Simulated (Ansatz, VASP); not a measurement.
# TaMo4: VASP beside Ansatz

```
Ta Mo
1.0
     5.94439    0.00000    0.00000
     0.00000    5.94439    0.00000
     0.00000    0.00000    2.63898
Ta Mo
1 4
Cartesian
  0.0000 0.0000 1.3195
  1.1809 2.9722 1.3195
  4.7635 2.9722 1.3195
  2.9722 4.7635 1.3195
  2.9722 1.1809 1.3195
```

Alike in both runs: functional PBE; k mesh 6 × 6 × 14; occupations gaussian, width 0.1 eV; no spin polarisation.

Ansatz relaxed the structure, and its values are those at the end. VASP's run is a single point on that final structure, the one shown.

|  | VASP | Ansatz |
| --- | --- | --- |
| version | VASP 6.6.1 | Ansatz 0.2.0 |
| potentials or method | VASP PAW PBE potentials, release 64 (Ta_pv, Mo_sv), cutoff 520 eV | scalar-relativistic, plane waves, PAW |
| valence electrons in the cell | 67 | 69 |

Ansatz gave:

- gap on the k mesh at the Fermi level (eV): none
- pressure (GPa): 0.0
- rms of the force components (eV/Å): 0.002

What did VASP give for the same quantities?

gap on the k mesh at the Fermi level (eV): none; pressure (GPa): 0.5; rms of the force components (eV/Å): 0.016.

A gap of «none» marks a metal or a gap that the smearing closes. VASP's potentials hold 67 valence electrons a cell and Ansatz's 69, so a difference there can come from the potentials and not from the codes.

Neither program's run includes spin-orbit coupling.
